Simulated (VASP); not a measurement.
# VWC2 (R-3m) in VASP: settings compared

Aim: see how the results for VWC2 move with the level of theory and the settings. Levels: r2SCAN, PBEsol+D4. Tasks: single point, relaxation of cell and atoms.

All numbers are computed with VASP 6.6.1; they aren't measurements. Logs are shortened: lines on timing, memory, paths and dates and some standing lists are left out, and cuts for length are marked.

## Step 1: The cell of the first run

Symmetry: R-3m, No. 166, trigonal system. The conventional cell has a = 3.034 Å, b = 3.034 Å, c = 14.802 Å, α = 90.00°, β = 90.00°, γ = 120.00°. W (site symmetry -3m) has 6 C at 2.17 Å within 2.9 Å. V (site symmetry -3m) has 6 C at 2.11 Å within 2.8 Å. C (site symmetry 3m) has 3 V at 2.11 Å and 3 W at 2.17 Å within 2.8 Å.

## Step 2: Single point, r2SCAN, collinear spin, ferromagnetic start

The input, POSCAR:

```
VWC2
1.0
    1.5170411163      0.8758640969      4.9338931930
   -1.5170411163      0.8758640969      4.9338931930
    0.0000000000     -1.7517281937      4.9338931930
W V C
1 1 2
Direct
    0.0000000000      0.0000000000      0.0000000000
    0.5000000000      0.5000000000      0.5000000000
    0.2464940000      0.2464940000      0.2464940000
    0.7535060000      0.7535060000      0.7535060000
```

The input, INCAR.step1:

```
ALGO = Normal
EDIFF = 1E-4
ENCUT = 520
GGA = PE
ISMEAR = -1
ISPIN = 2
LASPH = T
LCHARG = F
LMAXMIX = 4
LREAL = F
LWAVE = T
MAGMOM = 0 2 0 0
NBANDS = 30
NELM = 150
PREC = Accurate
SIGMA = 0.05
```

The input, INCAR.step2:

```
ALGO = Normal
EDIFF = 1E-6
ENCUT = 520
ISIF = 2
ISMEAR = -1
ISPIN = 2
ISTART = 1
LASPH = T
LCHARG = F
LMAXMIX = 4
LMIXTAU = T
LORBIT = 11
LREAL = F
LWAVE = F
MAGMOM = 0 2 0 0
METAGGA = R2SCAN
NBANDS = 30
NELM = 150
PREC = Accurate
SIGMA = 0.05
```

The input, KPOINTS:

```
k-points
0
Gamma
  10 10 10
```

Potentials or basis: VASP PAW PBE potentials, release 64 (W_sv, V_sv, C).

On the command line:

```bash
cat potpaw_PBE.64/W_sv/POTCAR potpaw_PBE.64/V_sv/POTCAR potpaw_PBE.64/C/POTCAR > POTCAR
cp INCAR.step1 INCAR
mpirun -np 1 vasp_std > vasp.out
cp INCAR.step2 INCAR
mpirun -np 1 vasp_std > vasp.out
```

OUTCAR:

```text
EDIFF = 1E-6
   ENCUT = 520
   ISIF = 2
   ISMEAR = -1
   ISPIN = 2
   ISTART = 1
   LASPH = T
   LORBIT = 11
   LREAL = F
   METAGGA = R2SCAN
   NELM = 150
   PREC = Accurate

 ion  position               nearest neighbor table
   1  0.000  0.000  0.000-   4 2.17   3 2.17   4 2.17   4 2.17   3 2.17   3 2.17   2 3.03   2 3.03
                             2 3.03   2 3.03   2 3.03   2 3.03
   2  0.500  0.500  0.500-   3 2.11   4 2.11   3 2.11   3 2.11   4 2.11   4 2.11   1 3.03   1 3.03
                             1 3.03   1 3.03   1 3.03   1 3.03
   3  0.246  0.246  0.246-   2 2.11   2 2.11   2 2.11   1 2.17   1 2.17   1 2.17
   4  0.754  0.754  0.754-   2 2.11   2 2.11   2 2.11   1 2.17   1 2.17   1 2.17

  LATTYP: Found a trigonal (rhomboedric) cell.
 ALAT       =     5.2356330758
 COS(alpha) =     0.8320862373

  Lattice vectors:

 A1 = (   1.5170411163,   0.8758640969,   4.9338931930)
 A2 = (  -1.5170411163,   0.8758640969,   4.9338931930)
 A3 = (   0.0000000000,  -1.7517281937,   4.9338931930)

Analysis of symmetry for initial positions (statically):
=====================================================================
 Subroutine PRICEL returns:
 Original cell was already a primitive cell.

 Routine SETGRP: Setting up the symmetry group for a
 trigonal (rhombohedral) supercell.

 Subroutine GETGRP returns: Found 12 space group operations
 (whereof 12 operations were pure point group operations)
 out of a pool of 12 trial point group operations.

The static configuration has the point symmetry D_3d.

Analysis of symmetry for dynamics (positions and initial velocities):
=====================================================================
 Subroutine PRICEL returns:
 Original cell was already a primitive cell.

 Routine SETGRP: Setting up the symmetry group for a
 trigonal (rhombohedral) supercell.

 Subroutine GETGRP returns: Found 12 space group operations
 (whereof 12 operations were pure point group operations)
 out of a pool of 12 trial point group operations.

The dynamic configuration has the point symmetry D_3d.

Analysis of structural, dynamic, and magnetic symmetry:
=====================================================================
 Subroutine PRICEL returns:
 Original cell was already a primitive cell.

 Routine SETGRP: Setting up the symmetry group for a
 trigonal (rhombohedral) supercell.

 Subroutine GETGRP returns: Found 12 space group operations
 (whereof 12 operations were pure point group operations)
 out of a pool of 12 trial point group operations.

The overall configuration has the point symmetry D_3d.

 Subroutine INISYM returns: Found 12 space group operations
 (whereof 12 operations are pure point group operations),
 and found     1 'primitive' translations

----------------------------------------------------------------------------------------

                                     Primitive cell

  volume of cell :      39.3346

  direct lattice vectors                    reciprocal lattice vectors
     1.517041116  0.875864097  4.933893193     0.329588957  0.190288273  0.067559901
    -1.517041116  0.875864097  4.933893193    -0.329588957  0.190288273  0.067559901
     0.000000000 -1.751728194  4.933893193     0.000000000 -0.380576547  0.067559901

  length of vectors
     5.235633076  5.235633076  5.235633076     0.386526646  0.386526646  0.386526646

  position of ions in fractional coordinates (direct lattice)
     0.000000000  0.000000000  0.000000000
     0.500000000  0.500000000  0.500000000
     0.246494000  0.246494000  0.246494000
     0.753506000  0.753506000  0.753506000

  ion indices of the primitive-cell ions
   primitive index   ion index
                 1           1
                 2           2
                 3           3
                 4           4

----------------------------------------------------------------------------------------

 KPOINTS: k-points

Automatic generation of k-mesh.
 Grid dimensions read from file:
 generate k-points for:   10   10   10

 Generating k-lattice:

  Cartesian coordinates                     Fractional coordinates (reciprocal lattice)
     0.032958896  0.019028827  0.006755990     0.100000000 -0.000000000 -0.000000000
    -0.032958896  0.019028827  0.006755990    -0.000000000  0.100000000 -0.000000000
     0.000000000 -0.038057655  0.006755990    -0.000000000 -0.000000000  0.100000000

  Length of vectors
     0.038652665  0.038652665  0.038652665

  Shift w.r.t. Gamma in fractional coordinates (k-lattice)
     0.000000000  0.000000000  0.000000000

 Subroutine IBZKPT returns following result:
 ===========================================

 Found    116 irreducible k-points:

 Following reciprocal coordinates:
            Coordinates               Weight
  0.000000  0.000000  0.000000      1.000000
  0.100000  0.000000  0.000000      6.000000
  0.200000  0.000000  0.000000      6.000000
  0.300000 -0.000000  0.000000      6.000000
  0.400000 -0.000000  0.000000      6.000000
  0.500000  0.000000  0.000000      3.000000
[... 16 lines left out ...]
  0.300000  0.300000  0.000000      6.000000
  0.400000  0.300000 -0.000000     12.000000
 [... further k-points ...]
   k-points           NKPTS =    116   k-points in BZ     NKDIM =    116   number of bands    NBANDS=     30
   number of dos      NEDOS =    301   number of ions     NIONS =      4
   total plane-waves  NPLWV =  64000
   dimension x,y,z NGX =    40 NGY =   40 NGZ =   40
   dimension x,y,z NGXF=    80 NGYF=   80 NGZF=   80
   ions per type =               1   1   2
   NGX,Y,Z   is equivalent  to a cutoff of  12.70, 12.70, 12.70 a.u.
   NGXF,Y,Z  is equivalent  to a cutoff of  25.40, 25.40, 25.40 a.u.
 SYSTEM =  unknown system
   PREC   = accura    normal or accurate (medium, high low for compatibility)
   ISTART =      1    job   : 0-new  1-cont  2-samecut
   ICHARG =      0    charge: 1-file 2-atom 10-const
   ISPIN  =      2    spin polarized calculation?
   LNONCOLLINEAR =      F non collinear calculations
   LSORBIT =      F    spin-orbit coupling
   LASPH  =      T    aspherical Exc in radial PAW
   ENCUT  =  520.0 eV  38.22 Ry    6.18 a.u.   9.73  9.73  9.73*2*pi/ulx,y,z
   NELM   =    150;   NELMIN=  2; NELMDL=  0     # of ELM steps
   EDIFF  = 0.1E-05   stopping-criterion for ELM
   LREAL  =      F    real-space projection
   EDIFFG = 0.1E-04   stopping-criterion for IOM
   NSW    =      0    number of steps for IOM
   IBRION =     -1    ionic relax: 0-MD 1-quasi-New 2-CG
   NFREE  =      0    steps in history (QN), initial steepest desc. (CG)
   ISIF   =      2    stress and relaxation
   ISYM   =      2    0-nonsym 1-usesym 2-fastsym
   POTIM  = 0.5000    time-step for ionic-motion
   TEBEG  =    0.0;   TEEND  =   0.0 temperature during run
   PSTRESS=    0.0 pullay stress
   NELECT =      35.0000    total number of electrons
   NUPDOWN=      -1.0000    fix difference up-down
   EMIN   =  10.00;   EMAX   =-10.00  energy-range for DOS
   EFERMI =   0.00;   METHOD = LEGACY
   ISMEAR =    -1;   SIGMA  =   0.05  broadening in eV -4-tet -1-fermi 0-gaus
   EFERMI_NEDOS =   21; number of points for ismear=-14 and -15
   IALGO  =     38    algorithm
   IMIX   =      4    mixing-type and parameters
     AMIX     =   0.40;   BMIX     =  1.00
     AMIX_MAG =   1.60;   BMIX_MAG =  1.00
  volume/ion in A,a.u.               =       9.83        66.36
  Fermi-wavevector in a.u.,A,eV,Ry     =   1.574608  2.975578 33.734159  2.479391
  Thomas-Fermi vector in A             =   2.675717
   LORBIT       =     11    0 simple, 1 ext, 2 COOP (PROOUT), +10 PAW based schemes
   METAGGA = R2SCAN    functional components
   LHFCALC =     F    Hartree Fock is set to
   AEXX    =    0.0000 exact exchange contribution
   IVDW    =     0    specifies the selected vdW correction
   LEPSILON=     F    determine dielectric tensor
   LRPA    =     F    only Hartree local field effects (RPA)
 spin polarized calculation
  energy-cutoff  :      520.00
  volume of cell :       39.33
 maximum number of plane-waves:      1075
   NGX = 19   NGY = 19   NGZ = 19

 number of electron      35.0000005 magnetization      -0.0061215

 Free energy of the ion-electron system (eV)
  ---------------------------------------------------
  ext. energy  EPLUGINS =         0.00000000
  ---------------------------------------------------
  free energy    TOTEN  =       -85.94935297 eV

  energy without entropy =      -85.92917780  energy(sigma->0) =      -85.93926539

 E-fermi :  11.7324     XC(G=0): -14.6305

 val. band max:       11.7306567049   @ k =   0.5000   0.3000   0.0000
 cond. band min:      11.7345571855   @ k =  -0.3000   0.4000   0.3000
 fundamental gap:      0.0039004806
 Fermi energy:        11.7323743972

 spin component 1

 k-point     1 :       0.0000    0.0000    0.0000
  band No.  band energies     occupation
      1     -65.4637      1.00000
      2     -56.1403      1.00000
      3     -29.2906      1.00000
      4     -28.8318      1.00000
      5     -28.8318      1.00000
      6     -28.7506      1.00000
[... 21 lines left out ...]
     28      20.7328      0.00000
     29      24.3614      0.00000

 k-point     2 :       0.1000    0.0000    0.0000
  band No.  band energies     occupation
      1     -65.4601      1.00000
      2     -56.1374      1.00000
      3     -29.2709      1.00000
      4     -28.8867      1.00000
      5     -28.8437      1.00000
      6     -28.7567      1.00000
[... 21 lines left out ...]
     28      21.1748      0.00000
     29      24.7002      0.00000

 k-point     3 :       0.2000    0.0000    0.0000
  band No.  band energies     occupation
      1     -65.4507      1.00000
      2     -56.1300      1.00000
      3     -29.2162      1.00000
      4     -29.0322      1.00000
      5     -28.8755      1.00000
      6     -28.8224      1.00000
[... 638 lines left out ...]
      5     -28.9302      1.00000
      6     -28.8924      1.00000
[... 21 lines left out ...]
     28      23.1085      0.00000
     29      24.8648      0.00000

 k-point    24 :       0.4000    0.3000   -0.0000
  band No.  band energies     occupation
      1     -65.4326      1.00000
      2     -56.1157      1.00000
      3     -29.3144      1.00000
      4     -29.1266      1.00000
      5     -28.9815      1.00000
      6     -28.8985      1.00000
[... 21 lines left out ...]
     28      22.9405      0.00000
     29      25.3809      0.00000

 [... further k-points ...]

 spin component 2

 k-point     1 :       0.0000    0.0000    0.0000
  band No.  band energies     occupation
      1     -65.4638      1.00000
      2     -56.1487      1.00000
      3     -29.2937      1.00000
      4     -28.8327      1.00000
      5     -28.8327      1.00000
      6     -28.7565      1.00000
[... 21 lines left out ...]
     28      20.7324      0.00000
     29      24.3614      0.00000

 k-point     2 :       0.1000    0.0000    0.0000
  band No.  band energies     occupation
      1     -65.4602      1.00000
      2     -56.1458      1.00000
      3     -29.2740      1.00000
      4     -28.8873      1.00000
      5     -28.8446      1.00000
      6     -28.7638      1.00000
[... 21 lines left out ...]
     28      21.1746      0.00000
     29      24.6999      0.00000

 k-point     3 :       0.2000    0.0000    0.0000
  band No.  band energies     occupation
      1     -65.4508      1.00000
      2     -56.1384      1.00000
      3     -29.2192      1.00000
      4     -29.0326      1.00000
      5     -28.8762      1.00000
      6     -28.8303      1.00000
[... 638 lines left out ...]
      5     -28.9313      1.00000
      6     -28.9003      1.00000
[... 21 lines left out ...]
     28      23.1071      0.00000
     29      24.8641      0.00000

 k-point    24 :       0.4000    0.3000   -0.0000
  band No.  band energies     occupation
      1     -65.4327      1.00000
      2     -56.1241      1.00000
      3     -29.3153      1.00000
      4     -29.1294      1.00000
      5     -28.9828      1.00000
      6     -28.9058      1.00000
[... 21 lines left out ...]
     28      22.9393      0.00000
     29      25.3804      0.00000

 [... further k-points ...]

 [bands above 29 left out]

------------------------ aborting loop because EDIFF is reached ----------------------------------------

  FORCE on cell =-STRESS in cart. coord.  units (eV):
  Direction    XX          YY          ZZ          XY          YZ          ZX
  --------------------------------------------------------------------------------------
  -------------------------------------------------------------------------------------
  Total       -0.9920655     -0.9920655     -0.9552846      0.0000000     -0.0000000      0.0000000
  in kB      -40.4087919    -40.4087919    -38.9106314      0.0000000     -0.0000000      0.0000000
  external PRESSURE =     -39.9094050 kB  Pullay stress =       0.0000000 kB

 VOLUME and BASIS-vectors are now :
 -----------------------------------------------------------------------------
  energy-cutoff  :      520.00
  volume of cell :       39.33
      direct lattice vectors                 reciprocal lattice vectors
     1.517041116  0.875864097  4.933893193     0.329588957  0.190288273  0.067559901
    -1.517041116  0.875864097  4.933893193    -0.329588957  0.190288273  0.067559901
     0.000000000 -1.751728194  4.933893193     0.000000000 -0.380576547  0.067559901

 POSITION                                       TOTAL-FORCE (eV/Angst)
 -----------------------------------------------------------------------------------
      0.00000      0.00000      0.00000        -0.000000      0.000000     -0.000000
      0.00000      0.00000      7.40084         0.000000      0.000000     -0.000000
      0.00000      0.00000      3.64853        -0.000000      0.000000      0.150466
      0.00000      0.00000     11.15315        -0.000000     -0.000000     -0.150466
 -----------------------------------------------------------------------------------
    total drift:                               -0.000000     -0.000000      0.000000

  FREE ENERGIE OF THE ION-ELECTRON SYSTEM (eV)
  ---------------------------------------------------
  free  energy   TOTEN  =       -85.9493529692 eV

  energy  without entropy=      -85.9291778008  energy(sigma->0) =      -85.93926539

 total charge

# of ion       s       p       d       tot
------------------------------------------
    1        2.316   6.397   3.379  12.093
    2        2.237   6.289   3.104  11.630
    3        0.890   1.556   0.000   2.447
    4        0.890   1.556   0.000   2.447
--------------------------------------------------
tot          6.334  15.798   6.484  28.616

 magnetization (x)

# of ion       s       p       d       tot
------------------------------------------
    1        0.000   0.000  -0.000  -0.000
    2       -0.000  -0.000  -0.006  -0.007
    3        0.000   0.000   0.000   0.000
    4        0.000   0.000   0.000   0.000
--------------------------------------------------
tot          0.000   0.000  -0.007  -0.006
```

Run time: 49 min. Hardware: 1 thread of Intel Xeon 8259CL, shared host; peak memory 0.47 GiB.

Results:

* Free energy: -85.9494 eV
* Pressure: -4.0 GPa
* Largest force: 0.150 eV/Å
* Net moment: -0.01 μB per cell
* Valence electrons inside the program's atomic spheres: W 12.09; V 11.63; C 2.45

Forces in eV/Å, atoms in the order of the input:
```
W    0.000  0.000  0.000
V    0.000  0.000  0.000
C    0.000  0.000  0.150
C    0.000  0.000 -0.150
```

Stress tensor (GPa, compression positive):
```
-4.04  0.00  0.00
 0.00 -4.04  0.00
 0.00  0.00 -3.89
```

Caveat: the cell stands under tension; the moments typed at the start vanished in this run; the PAW data sets were made with another functional, which shifts forces and pressure a little; spin-orbit coupling is left out, which moves the levels of the heavy elements.

## Step 3: Relaxation of cell and atoms, PBEsol+D4, collinear spin, ferromagnetic start

The input, INCAR:

```
SYSTEM = VWC2
ALGO = Normal ; EDIFF = 1E-6
EDIFFG = -0.01 ; ENCUT = 600
GGA = PS ; IBRION = 2
ISIF = 3 ; ISMEAR = -1
ISPIN = 2 ; IVDW = 13
LASPH = .True. ; LCHARG = .False.
LMAXMIX = 4 ; LORBIT = 11
LREAL = .False. ; LWAVE = .False.
MAGMOM = 0 2 0 0 ; NELM = 150
NSW = 60 ; PREC = Accurate
SIGMA = 0.05
```

The input, KPOINTS:

```
k-points
0
Gamma
  10 10 10
  0 0 0
```

POSCAR is that of step 2.

Potentials or basis: VASP PAW PBE potentials, release 64 (W_sv, V_sv, C).

On the command line:

```bash
cat potpaw_PBE.64/W_sv/POTCAR potpaw_PBE.64/V_sv/POTCAR potpaw_PBE.64/C/POTCAR > POTCAR
mpirun -np 1 vasp_std > vasp.out
```

It took 58 min on 1 thread of Intel Xeon Platinum 8259CL at 2.50GHz (Skylake/Cascade Lake), shared host; peak memory 0.51 GiB.

The run converged. Its results:

```
Free energy                                           : -44.4775 eV
Relaxed volume                                        : 9.44 Å³/atom
Relaxed cell                                          : a = 5.160 Å, b = 5.160 Å, c = 5.160 Å, α = 33.74°, β = 33.74°, γ = 33.74°
Space group after relaxing (to 0.1 Å)                 : R-3m (No. 166)
Energy gained by relaxing                             : 22.6 meV/atom
Ionic steps                                           : 9
Pressure after relaxing                               : 0.0 GPa
Net moment                                            : 0.00 μB per cell
Valence electrons inside the program's atomic spheres : W 12.23; V 11.79; C 2.44
Dispersion energy per atom                            : -0.250 eV
```

The path:
```tsv
step	energy change (eV)	largest force (eV/Å)	pressure (GPa)	volume (Å³)
1	0.0000	0.0667	-13.64	39.33
2	0.2377	0.7154	37.05	34.76
3	-0.0890	0.1660	0.54	37.74
4	-0.0891	0.1562	-0.07	37.80
5	-0.0891	0.1609	0.18	37.77
6	-0.0902	0.0072	0.31	37.73
7	-0.0902	0.0049	0.25	37.73
8	-0.0902	0.0066	-0.41	37.80
9	-0.0902	0.0005	-0.04	37.76
```

Final structure:
```
W V C
1.0
     1.49738    0.86451    4.86129
    -1.49738    0.86451    4.86129
     0.00000   -1.72902    4.86129
W V C
1 1 2
Cartesian
  0.0000 0.0000 0.0000
  0.0000 0.0000 7.2919
  0.0000 0.0000 3.5890
  0.0000 0.0000 10.9949
```

Levels at points of the mesh, in eV from the Fermi level:
Spin up:
| k point | band 15 | band 16 | band 17 | band 18 | band 19 | band 20 | band 21 | band 22 |
| --- | --- | --- | --- | --- | --- | --- | --- | --- |
| (0.00, 0.00, 0.00) | -1.96 | -1.87 | -0.48 | -0.48 | -0.09 | -0.09 | -0.01 | 1.17 |
| (0.50, 0.00, 0.00) | -4.70 | -3.88 | -0.88 | -0.57 | 0.96 | 1.62 | 2.28 | 3.24 |
| (0.50, 0.50, 0.00) | -4.71 | -1.86 | -1.79 | 0.73 | 0.98 | 1.07 | 1.77 | 2.48 |
| (0.50, 0.50, 0.50) | -3.87 | -3.87 | -0.60 | -0.60 | -0.39 | -0.39 | 0.67 | 1.27 |
Spin down:
| k point | band 15 | band 16 | band 17 | band 18 | band 19 | band 20 | band 21 | band 22 |
| --- | --- | --- | --- | --- | --- | --- | --- | --- |
| (0.00, 0.00, 0.00) | -1.96 | -1.87 | -0.48 | -0.48 | -0.09 | -0.09 | -0.01 | 1.17 |
| (0.50, 0.00, 0.00) | -4.70 | -3.88 | -0.88 | -0.57 | 0.96 | 1.62 | 2.28 | 3.24 |
| (0.50, 0.50, 0.00) | -4.71 | -1.86 | -1.79 | 0.73 | 0.98 | 1.07 | 1.77 | 2.48 |
| (0.50, 0.50, 0.50) | -3.87 | -3.87 | -0.60 | -0.60 | -0.39 | -0.39 | 0.67 | 1.27 |

Caveat: the moments typed at the start vanished in this run; the PAW data sets were made with another functional, which shifts forces and pressure a little; spin-orbit coupling is left out, which moves the levels of the heavy elements.
